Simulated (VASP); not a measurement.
# Ru2Rh (Ru (0001), 3 layers) in VASP: single point with r2SCAN

Aim: the single point of Ru2Rh (Ru (0001), 3 layers) with r2SCAN.

All numbers are computed with VASP 6.6.1; they aren't measurements. Logs are shortened: lines on timing, memory, paths and dates and some standing lists are left out, and cuts for length are marked.

**1. The cell of the first run**

The cell holds a slab with vacuum, 3 atoms: a = 2.703 Å, b = 2.703 Å, c = 20.264 Å, α = 90.00°, β = 90.00°, γ = 120.00°.

**2. Single point, r2SCAN**

Input file POSCAR:

```
Ru2Rh
1.0
    2.7028907931      0.0000000000      0.0000000000
   -1.3514453966      2.3407720905      0.0000000000
    0.0000000000      0.0000000000     20.2644000000
Rh Ru
1 2
Direct
    0.0000000000      0.0000000000      0.3986528282
    0.3333333333      0.6666666667      0.5000000178
    0.0000000000      0.0000000000      0.6013471541
```

Input file INCAR.step1:

```
  PREC = Accurate
  ENCUT = 520
  ISMEAR = -1
  SIGMA = 0.05
  LREAL = False
  LASPH = True
  NELM = 100
  LDIPOL = True
  IDIPOL = 3
  DIPOL = 0.5 0.5 0.500
  NBANDS = 28
  GGA = PE
  ALGO = Normal
  EDIFF = 1E-4
  LWAVE = True
  LCHARG = False
```

Input file INCAR.step2:

```
  PREC = Accurate
  ENCUT = 520
  EDIFF = 1E-6
  ISMEAR = -1
  SIGMA = 0.05
  LREAL = False
  LASPH = True
  NELM = 100
  ALGO = Normal
  ISIF = 2
  LWAVE = False
  LCHARG = False
  LDIPOL = True
  IDIPOL = 3
  DIPOL = 0.5 0.5 0.500
  METAGGA = R2SCAN
  LMIXTAU = True
  NBANDS = 28
  ISTART = 1
```

Input file KPOINTS:

```
regular mesh
0
Gamma
  15 15 1
```

Potentials or basis: VASP PAW PBE potentials, release 64 (Rh_pv, Ru_pv).

The run is started by

```bash
$ cat potpaw_PBE.64/Rh_pv/POTCAR potpaw_PBE.64/Ru_pv/POTCAR > POTCAR
$ cp INCAR.step1 INCAR
$ mpirun -np 1 vasp_std > vasp.out
$ cp INCAR.step2 INCAR
$ mpirun -np 1 vasp_std > vasp.out
```

OUTCAR:

```text
PREC = Accurate
   ENCUT = 520
   EDIFF = 1E-6
   ISMEAR = -1
   LREAL = False
   LASPH = True
   NELM = 100
   ISIF = 2
   METAGGA = R2SCAN
   ISTART = 1

 ion  position               nearest neighbor table
   1  0.000  0.000  0.399-   2 2.58   2 2.58   2 2.58
   2  0.333  0.667  0.500-   3 2.58   3 2.58   3 2.58   1 2.58   1 2.58   1 2.58
   3  0.000  0.000  0.601-   2 2.58   2 2.58   2 2.58

  LATTYP: Found a hexagonal cell.
 ALAT       =     2.7028907931
 C/A-ratio  =     7.4973062366

  Lattice vectors:

 A1 = (   2.7028907931,   0.0000000000,   0.0000000000)
 A2 = (  -1.3514453966,   2.3407720905,   0.0000000000)
 A3 = (   0.0000000000,   0.0000000000,  20.2644000000)

Analysis of symmetry for initial positions (statically):
=====================================================================
 Subroutine PRICEL returns:
 Original cell was already a primitive cell.

 Routine SETGRP: Setting up the symmetry group for a
 hexagonal supercell.

 Subroutine GETGRP returns: Found  6 space group operations
 (whereof  6 operations were pure point group operations)
 out of a pool of 24 trial point group operations.

The static configuration has the point symmetry C_3v.

Analysis of symmetry for dynamics (positions and initial velocities):
=====================================================================
 Subroutine PRICEL returns:
 Original cell was already a primitive cell.

 Routine SETGRP: Setting up the symmetry group for a
 hexagonal supercell.

 Subroutine GETGRP returns: Found  6 space group operations
 (whereof  6 operations were pure point group operations)
 out of a pool of 24 trial point group operations.

The dynamic configuration has the point symmetry C_3v.

 Subroutine INISYM returns: Found  6 space group operations
 (whereof  6 operations are pure point group operations),
 and found     1 'primitive' translations

----------------------------------------------------------------------------------------

                                     Primitive cell

  volume of cell :     128.2098

  direct lattice vectors                    reciprocal lattice vectors
     2.702890793  0.000000000  0.000000000     0.369974252  0.213604734  0.000000000
    -1.351445397  2.340772090  0.000000000     0.000000000  0.427209468  0.000000000
     0.000000000  0.000000000 20.264400000     0.000000000  0.000000000  0.049347624

  length of vectors
     2.702890793  2.702890793 20.264400000     0.427209468  0.427209468  0.049347624

  position of ions in fractional coordinates (direct lattice)
     0.000000000  0.000000000  0.398652828
     0.333333333  0.666666667  0.500000018
     0.000000000  0.000000000  0.601347154
[... 87 lines left out ...]
   TEBEG  =    0.0;   TEEND  =   0.0 temperature during run
   PSTRESS=    0.0 pullay stress
   NELECT =      43.0000    total number of electrons
   NUPDOWN=      -1.0000    fix difference up-down
   EMIN   =  10.00;   EMAX   =-10.00  energy-range for DOS
   EFERMI =   0.00;   METHOD = LEGACY
   ISMEAR =    -1;   SIGMA  =   0.05  broadening in eV -4-tet -1-fermi 0-gaus
   EFERMI_NEDOS =   21; number of points for ismear=-14 and -15
   IALGO  =     38    algorithm
   IMIX   =      4    mixing-type and parameters
     AMIX     =   0.40;   BMIX     =  1.00
     AMIX_MAG =   1.60;   BMIX_MAG =  1.00
  volume/ion in A,a.u.               =      42.74       288.40
  Fermi-wavevector in a.u.,A,eV,Ry     =   1.137428  2.149427 17.602430  1.293742
  Thomas-Fermi vector in A             =   2.274133
   LORBIT       =      0    0 simple, 1 ext, 2 COOP (PROOUT), +10 PAW based schemes
   METAGGA = R2SCAN    functional components
   LHFCALC =     F    Hartree Fock is set to
   AEXX    =    0.0000 exact exchange contribution
   IVDW    =     0    specifies the selected vdW correction
   LEPSILON=     F    determine dielectric tensor
   LRPA    =     F    only Hartree local field effects (RPA)
 non-spin polarized calculation
  energy-cutoff  :      520.00
  volume of cell :      128.21
 maximum number of plane-waves:      3491
 NGX is ok and might be reduce to    20
   NGX =  9   NGY =  9   NGZ = 75

 dipolmoment           0.000000      0.000000      0.000178 electrons x Angstroem

 number of electron      42.9999999 magnetization

 dipolmoment           0.000000      0.000000     -0.002029 electrons x Angstroem

 Free energy of the ion-electron system (eV)
  ---------------------------------------------------
  ext. energy  EPLUGINS =         0.00000000
  ---------------------------------------------------
  free energy    TOTEN  =       -73.05729506 eV

  energy without entropy =      -73.01356897  energy(sigma->0) =      -73.03543202

 E-fermi :   0.6648     XC(G=0):  -5.7498

 val. band max:        0.6567093806   @ k =   0.3333   0.1333   0.0000
 cond. band min:       0.6662480915   @ k =   0.1333   0.1333   0.0000
 fundamental gap:      0.0095387109
 Fermi energy:         0.6648246555

 k-point     1 :       0.0000    0.0000    0.0000
  band No.  band energies     occupation
      1     -47.3759      2.00000
      2     -47.0320      2.00000
      3     -47.0320      2.00000
      4     -44.4926      2.00000
      5     -43.8298      2.00000
      6     -43.8298      2.00000
[... 733 lines left out ...]
     27       7.5339      0.00000
     28       9.1325      0.00000

 [... further k-points ...]

------------------------ aborting loop because EDIFF is reached ----------------------------------------

 vacuum level on the upper side and lower side of the slab       (xc-potential included)        -0.056         0.005

  FORCE on cell =-STRESS in cart. coord.  units (eV):
  Direction    XX          YY          ZZ          XY          YZ          ZX
  --------------------------------------------------------------------------------------
  -------------------------------------------------------------------------------------
  Total       -1.7540024     -1.7540024      0.9513659      0.0000000      0.0000000     -0.0000000
  in kB      -21.9189316    -21.9189316     11.8887657      0.0000000      0.0000000     -0.0000000
  external PRESSURE =     -10.6496992 kB  Pullay stress =       0.0000000 kB

 VOLUME and BASIS-vectors are now :
 -----------------------------------------------------------------------------
  energy-cutoff  :      520.00
  volume of cell :      128.21
      direct lattice vectors                 reciprocal lattice vectors
     2.702890793  0.000000000  0.000000000     0.369974252  0.213604734  0.000000000
    -1.351445397  2.340772090  0.000000000     0.000000000  0.427209468  0.000000000
     0.000000000  0.000000000 20.264400000     0.000000000  0.000000000  0.049347624

 POSITION                                       TOTAL-FORCE (eV/Angst)
 -----------------------------------------------------------------------------------
      0.00000      0.00000      8.07846         0.000000     -0.000000     -0.662321
     -0.00000      1.56051     10.13220         0.000000     -0.000000      0.845674
      0.00000      0.00000     12.18594        -0.000000      0.000000     -0.183353
 -----------------------------------------------------------------------------------
    total drift:                                0.000001     -0.000000     -0.000864

  FREE ENERGIE OF THE ION-ELECTRON SYSTEM (eV)
  ---------------------------------------------------
  free  energy   TOTEN  =       -73.0572950622 eV

  energy  without entropy=      -73.0135689701  energy(sigma->0) =      -73.03543202

 vacuum level on the upper side and lower side of the slab         5.616         5.673
```

OUTCAR.step1:

```text
PREC = Accurate
   ENCUT = 520
   ISMEAR = -1
   LREAL = False
   LASPH = True
   NELM = 100
   GGA = PE
   EDIFF = 1E-4

[... 972 lines left out ...]
     -0.00000      1.56051     10.13220        -0.000000      0.000000      0.816628
      0.00000      0.00000     12.18594         0.000000     -0.000000      0.066468
 -----------------------------------------------------------------------------------
    total drift:                                0.000000      0.000000     -0.014580

  FREE ENERGIE OF THE ION-ELECTRON SYSTEM (eV)
  ---------------------------------------------------
  free  energy   TOTEN  =       -23.9341183850 eV

  energy  without entropy=      -23.8899310432  energy(sigma->0) =      -23.91202471

 vacuum level on the upper side and lower side of the slab         5.684         5.745
```

OSZICAR.step1:

```text
N       E                     dE             d eps       ncg     rms          rms(c)
DAV:   1     0.397281178493E+03    0.39728E+03   -0.26885E+04  2016   0.140E+03
DAV:   2    -0.157545849278E+02   -0.41304E+03   -0.40166E+03  1664   0.417E+02
DAV:   3    -0.255549475978E+02   -0.98004E+01   -0.93604E+01  1680   0.683E+01
DAV:   4    -0.257485495247E+02   -0.19360E+00   -0.19305E+00  1876   0.830E+00
DAV:   5    -0.257530625936E+02   -0.45131E-02   -0.45128E-02  1828   0.116E+00    0.193E+01
DAV:   6    -0.241719004418E+02    0.15812E+01   -0.49854E+00  1580   0.183E+01    0.648E+00
DAV:   7    -0.288232785741E+02   -0.46514E+01   -0.28879E+01  1608   0.422E+01    0.199E+01
DAV:   8    -0.246065706506E+02    0.42167E+01   -0.37437E+01  1664   0.205E+01    0.761E+00
DAV:   9    -0.240450709094E+02    0.56150E+00   -0.66174E+00  1664   0.128E+01    0.325E+00
DAV:  10    -0.239570794635E+02    0.87991E-01   -0.26433E-01  1624   0.311E+00    0.137E+00
DAV:  11    -0.239363263509E+02    0.20753E-01   -0.15844E-01  1700   0.201E+00    0.443E-01
DAV:  12    -0.239348738243E+02    0.14525E-02   -0.56922E-03  1644   0.583E-01    0.214E-01
DAV:  13    -0.239341440292E+02    0.72980E-03   -0.26386E-03  1464   0.268E-01    0.540E-02
DAV:  14    -0.239341183850E+02    0.25644E-04   -0.21206E-04  1128   0.924E-02
   1 F= -.23934118E+02 E0= -.23912025E+02  d E =-.441873E-01
```

It took 2.8 min on 1 thread of Intel Xeon 6975P-C (Granite Rapids), shared host; peak memory 0.3 GiB.

What came out:

* Free energy: -73.0573 eV
* Largest force: 0.846 eV/Å

Forces on the atoms (eV/Å):
```
Rh   0.000  0.000 -0.662
Ru   0.000  0.000  0.846
Ru   0.000  0.000 -0.183
```

Levels at points of the mesh, in eV from the Fermi level:
```csv
k point,band 17,band 18,band 19,band 20,band 21,band 22,band 23,band 24,band 25,band 26
"(0.00, 0.00, 0.00)",-2.82,-2.55,-2.34,-2.34,-1.18,-1.18,-0.38,0.13,0.13,0.97
```

Caveat: the PAW data sets were made with another functional, which shifts forces and pressure a little.
